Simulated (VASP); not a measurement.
# ZnS (R3m) in VASP: single point with PBEsol

Aim: the single point of ZnS with PBEsol.

Everything below comes from runs of VASP 6.6.1. Logs are shortened: lines on timing, memory, paths and dates and some standing lists are left out, and cuts for length are marked.

## Step 1: The cell of the first run

It takes space group R3m (No. 160, trigonal). The conventional cell has a = 3.806 Å, b = 3.806 Å, c = 9.463 Å, α = 90.00°, β = 90.00°, γ = 120.00°. Within 3.1 Å of Zn (site symmetry 3m) lie 4 S at 2.33 to 2.37 Å. S (site symmetry 3m) has 4 Zn at 2.33 to 2.37 Å within 3.1 Å.

## Step 2: Single point, PBEsol (equal xy, yz and zx shear strains of +1 %)

INCAR

```
  ALGO = Normal
  EDIFF = 1E-6
  ENCUT = 520
  GGA = PS
  ISIF = 2
  ISMEAR = -1
  LASPH = T
  LCHARG = F
  LREAL = F
  LWAVE = F
  NBANDS = 16
  NELM = 60
  PREC = Accurate
  SIGMA = 0.01
```

KPOINTS

```
k-points
0
Gamma
  9 9 9
```

POSCAR

```
ZnS
1.0
    0.0270465000      2.7181732500      2.7181732500
    2.7181732500      0.0270465000      2.7181732500
    2.7181732500      2.7181732500      0.0270465000
Zn S
1 1
Direct
    0.0000000000      0.0000000000      0.0000000000
    0.7500000000      0.7500000000      0.7500000000
```

Potentials or basis: VASP PAW PBE potentials, release 64 (Zn, S).

Command:

```bash
$ cat potpaw_PBE.64/Zn/POTCAR potpaw_PBE.64/S/POTCAR > POTCAR
$ mpirun -np 1 vasp_std > vasp.out
```

OUTCAR:

```text
EDIFF = 1E-6
   ENCUT = 520
   GGA = PS
   ISIF = 2
   ISMEAR = -1
   LASPH = T
   LREAL = F
   NELM = 60
   PREC = Accurate

 ion  position               nearest neighbor table
   1  0.000  0.000  0.000-   2 2.33   2 2.33   2 2.33   2 2.37
   2  0.750  0.750  0.750-   1 2.33   1 2.33   1 2.33   1 2.37

  LATTYP: Found a trigonal (rhomboedric) cell.
 ALAT       =     3.8441726219
 COS(alpha) =     0.5099250056

  Lattice vectors:

 A1 = (   0.0270465000,   2.7181732500,   2.7181732500)
 A2 = (   2.7181732500,   0.0270465000,   2.7181732500)
 A3 = (   2.7181732500,   2.7181732500,   0.0270465000)

Analysis of symmetry for initial positions (statically):
=====================================================================
 Subroutine PRICEL returns:
 Original cell was already a primitive cell.

 Routine SETGRP: Setting up the symmetry group for a
 trigonal (rhombohedral) supercell.

 Subroutine GETGRP returns: Found  6 space group operations
 (whereof  6 operations were pure point group operations)
 out of a pool of 12 trial point group operations.

The static configuration has the point symmetry C_3v.

Analysis of symmetry for dynamics (positions and initial velocities):
=====================================================================
 Subroutine PRICEL returns:
 Original cell was already a primitive cell.

 Routine SETGRP: Setting up the symmetry group for a
 trigonal (rhombohedral) supercell.

 Subroutine GETGRP returns: Found  6 space group operations
 (whereof  6 operations were pure point group operations)
 out of a pool of 12 trial point group operations.

The dynamic configuration has the point symmetry C_3v.

 Subroutine INISYM returns: Found  6 space group operations
 (whereof  6 operations are pure point group operations),
 and found     1 'primitive' translations

----------------------------------------------------------------------------------------

                                     Primitive cell

  volume of cell :      39.5668

  direct lattice vectors                    reciprocal lattice vectors
     0.027046500  2.718173250  2.718173250    -0.186715563  0.184876001  0.184876001
     2.718173250  0.027046500  2.718173250     0.184876001 -0.186715563  0.184876001
     2.718173250  2.718173250  0.027046500     0.184876001  0.184876001 -0.186715563

  length of vectors
     3.844172622  3.844172622  3.844172622     0.321280210  0.321280210  0.321280210

  position of ions in fractional coordinates (direct lattice)
     0.000000000  0.000000000  0.000000000
     0.750000000  0.750000000  0.750000000

  ion indices of the primitive-cell ions
   primitive index   ion index
                 1           1
                 2           2

----------------------------------------------------------------------------------------

 KPOINTS: k-points

Automatic generation of k-mesh.
 Grid dimensions read from file:
 generate k-points for:    9    9    9

 Generating k-lattice:

  Cartesian coordinates                     Fractional coordinates (reciprocal lattice)
    -0.020746174  0.020541778  0.020541778     0.111111111 -0.000000000 -0.000000000
     0.020541778 -0.020746174  0.020541778    -0.000000000  0.111111111 -0.000000000
     0.020541778  0.020541778 -0.020746174    -0.000000000 -0.000000000  0.111111111

  Length of vectors
     0.035697801  0.035697801  0.035697801

  Shift w.r.t. Gamma in fractional coordinates (k-lattice)
     0.000000000  0.000000000  0.000000000

 Subroutine IBZKPT returns following result:
 ===========================================

 Found     85 irreducible k-points:

 Following reciprocal coordinates:
            Coordinates               Weight
  0.000000  0.000000  0.000000      1.000000
  0.111111 -0.000000 -0.000000      6.000000
  0.222222 -0.000000  0.000000      6.000000
  0.333333  0.000000 -0.000000      6.000000
  0.444444 -0.000000  0.000000      6.000000
  0.111111  0.111111  0.000000      6.000000
[... 16 lines left out ...]
 -0.333333  0.333333  0.000000      6.000000
  0.444444  0.444444 -0.000000      6.000000
 [... further k-points ...]
   k-points           NKPTS =     85   k-points in BZ     NKDIM =     85   number of bands    NBANDS=     16
   number of dos      NEDOS =    301   number of ions     NIONS =      2
   total plane-waves  NPLWV =  27000
   dimension x,y,z NGX =    30 NGY =   30 NGZ =   30
   dimension x,y,z NGXF=    60 NGYF=   60 NGZF=   60
   ions per type =               1   1
   NGX,Y,Z   is equivalent  to a cutoff of  12.97, 12.97, 12.97 a.u.
   NGXF,Y,Z  is equivalent  to a cutoff of  25.95, 25.95, 25.95 a.u.
 SYSTEM =  unknown system
   PREC   = accura    normal or accurate (medium, high low for compatibility)
   ISTART =      0    job   : 0-new  1-cont  2-samecut
   ICHARG =      2    charge: 1-file 2-atom 10-const
   ISPIN  =      1    spin polarized calculation?
   LNONCOLLINEAR =      F non collinear calculations
   LSORBIT =      F    spin-orbit coupling
   LASPH  =      T    aspherical Exc in radial PAW
   ENCUT  =  520.0 eV  38.22 Ry    6.18 a.u.   7.15  7.15  7.15*2*pi/ulx,y,z
   NELM   =     60;   NELMIN=  2; NELMDL= -5     # of ELM steps
   EDIFF  = 0.1E-05   stopping-criterion for ELM
   LREAL  =      F    real-space projection
   EDIFFG = 0.1E-04   stopping-criterion for IOM
   NSW    =      0    number of steps for IOM
   IBRION =     -1    ionic relax: 0-MD 1-quasi-New 2-CG
   NFREE  =      0    steps in history (QN), initial steepest desc. (CG)
   ISIF   =      2    stress and relaxation
   ISYM   =      2    0-nonsym 1-usesym 2-fastsym
   POTIM  = 0.5000    time-step for ionic-motion
   TEBEG  =    0.0;   TEEND  =   0.0 temperature during run
   PSTRESS=    0.0 pullay stress
   NELECT =      18.0000    total number of electrons
   NUPDOWN=      -1.0000    fix difference up-down
   EMIN   =  10.00;   EMAX   =-10.00  energy-range for DOS
   EFERMI =   0.00;   METHOD = LEGACY
   ISMEAR =    -1;   SIGMA  =   0.01  broadening in eV -4-tet -1-fermi 0-gaus
   EFERMI_NEDOS =   21; number of points for ismear=-14 and -15
   IALGO  =     38    algorithm
   IMIX   =      4    mixing-type and parameters
     AMIX     =   0.40;   BMIX     =  1.00
     AMIX_MAG =   1.60;   BMIX_MAG =  1.00
  volume/ion in A,a.u.               =      19.78       133.50
  Fermi-wavevector in a.u.,A,eV,Ry     =   1.259086  2.379328 21.569285  1.585298
  Thomas-Fermi vector in A             =   2.392663
   LORBIT       =      0    0 simple, 1 ext, 2 COOP (PROOUT), +10 PAW based schemes
   GGA     = PS    functional components
   LHFCALC =     F    Hartree Fock is set to
   AEXX    =    0.0000 exact exchange contribution
   IVDW    =     0    specifies the selected vdW correction
   LEPSILON=     F    determine dielectric tensor
   LRPA    =     F    only Hartree local field effects (RPA)
 non-spin polarized calculation
  energy-cutoff  :      520.00
  volume of cell :       39.57
 maximum number of plane-waves:      1076
 NGX is ok and might be reduce to    30
   NGX = 15   NGY = 15   NGZ = 15

 number of electron      18.0000013 magnetization

 Free energy of the ion-electron system (eV)
  ---------------------------------------------------
  ext. energy  EPLUGINS =         0.00000000
  ---------------------------------------------------
  free energy    TOTEN  =        -7.58006700 eV

  energy without entropy =       -7.58006700  energy(sigma->0) =       -7.58006700

 E-fermi :   2.2130     XC(G=0):  -9.8364

 val. band max:        2.0048069327   @ k =   0.0000   0.0000   0.0000
 cond. band min:       3.9489494486   @ k =   0.0000   0.0000   0.0000
 fundamental gap:      1.9441425160
 Fermi energy:         2.2129960651

 k-point     1 :       0.0000    0.0000    0.0000
  band No.  band energies     occupation
      1     -11.1491      2.00000
      2      -4.3776      2.00000
      3      -4.3776      2.00000
      4      -4.3665      2.00000
      5      -3.8778      2.00000
      6      -3.8778      2.00000
[... 8 lines left out ...]
     15      13.7199      0.00000
     16      13.7199      0.00000

 k-point     2 :       0.1111   -0.0000   -0.0000
  band No.  band energies     occupation
      1     -11.0542      2.00000
      2      -4.3783      2.00000
      3      -4.3602      2.00000
      4      -4.3499      2.00000
      5      -3.8798      2.00000
      6      -3.8793      2.00000
[... 8 lines left out ...]
     15      13.1891      0.00000
     16      14.3139      0.00000

 k-point     3 :       0.2222   -0.0000    0.0000
  band No.  band energies     occupation
      1     -10.7976      2.00000
      2      -4.3541      2.00000
      3      -4.3194      2.00000
      4      -4.3098      2.00000
      5      -3.8796      2.00000
      6      -3.8779      2.00000
[... 8 lines left out ...]
     15      12.8498      0.00000
     16      14.1070      0.00000

 k-point     4 :       0.3333    0.0000   -0.0000
  band No.  band energies     occupation
      1     -10.4711      2.00000
      2      -4.2807      2.00000
      3      -4.2749      2.00000
      4      -4.2203      2.00000
      5      -3.8677      2.00000
      6      -3.8651      2.00000
[... 8 lines left out ...]
     15      13.5747      0.00000
     16      13.6012      0.00000
[... 324 lines left out ...]
 k-point    22 :      -0.4444    0.3333   -0.0000
  band No.  band energies     occupation
      1      -9.9354      2.00000
      2      -4.3088      2.00000
      3      -4.0855      2.00000
      4      -4.0171      2.00000
      5      -3.8349      2.00000
      6      -3.5919      2.00000
[... 8 lines left out ...]
     15      14.9561      0.00000
     16      17.1006      0.00000

 k-point    23 :      -0.3333    0.3333    0.0000
  band No.  band energies     occupation
      1      -9.9632      2.00000
      2      -4.2676      2.00000
      3      -4.1243      2.00000
      4      -3.9387      2.00000
      5      -3.8651      2.00000
      6      -3.5937      2.00000
[... 8 lines left out ...]
     15      13.5826      0.00000
     16      18.3354      0.00000

 k-point    24 :       0.4444    0.4444   -0.0000
  band No.  band energies     occupation
      1      -9.9386      2.00000
      2      -4.4142      2.00000
      3      -4.0561      2.00000
      4      -4.0359      2.00000
      5      -3.8047      2.00000
      6      -3.7236      2.00000
[... 8 lines left out ...]
     15      15.6150      0.00000
     16      16.9440      0.00000

 [... further k-points ...]

------------------------ aborting loop because EDIFF is reached ----------------------------------------

  FORCE on cell =-STRESS in cart. coord.  units (eV):
  Direction    XX          YY          ZZ          XY          YZ          ZX
  --------------------------------------------------------------------------------------
  -------------------------------------------------------------------------------------
  Total       -0.4837306     -0.4837306     -0.4837306     -0.1602149     -0.1602149     -0.1602149
  in kB      -19.5876969    -19.5876969    -19.5876969     -6.4875816     -6.4875816     -6.4875816
  external PRESSURE =     -19.5876969 kB  Pullay stress =       0.0000000 kB

 VOLUME and BASIS-vectors are now :
 -----------------------------------------------------------------------------
  energy-cutoff  :      520.00
  volume of cell :       39.57
      direct lattice vectors                 reciprocal lattice vectors
     0.027046500  2.718173250  2.718173250    -0.186715563  0.184876001  0.184876001
     2.718173250  0.027046500  2.718173250     0.184876001 -0.186715563  0.184876001
     2.718173250  2.718173250  0.027046500     0.184876001  0.184876001 -0.186715563

 POSITION                                       TOTAL-FORCE (eV/Angst)
 -----------------------------------------------------------------------------------
      0.00000      0.00000      0.00000        -0.047366     -0.047366     -0.047366
      4.09754      4.09754      4.09754         0.047366      0.047366      0.047366
 -----------------------------------------------------------------------------------
    total drift:                                0.000025      0.000025      0.000025

  FREE ENERGIE OF THE ION-ELECTRON SYSTEM (eV)
  ---------------------------------------------------
  free  energy   TOTEN  =        -7.5800670044 eV

  energy  without entropy=       -7.5800670044  energy(sigma->0) =       -7.58006700
```

Wall time 88 s (1 thread of Intel Xeon 8259CL, shared host); peak memory 0.2 GiB.

What came out:

```
Free energy            : -7.5801 eV
Pressure               : -2.0 GPa
Largest force          : 0.082 eV/Å
Band gap on the k mesh : 1.94 eV
```

Forces in eV/Å, atoms in the order of the input:
```
Zn  -0.047 -0.047 -0.047
S    0.047  0.047  0.047
```

Stress tensor (GPa, compression positive):
```
-1.96 -0.65 -0.65
-0.65 -1.96 -0.65
-0.65 -0.65 -1.96
```

Caveat: the cell differs from its parent crystal (equal xy, yz and zx shear strains of +1 %); the PAW data sets were made with another functional, which shifts forces and pressure a little.
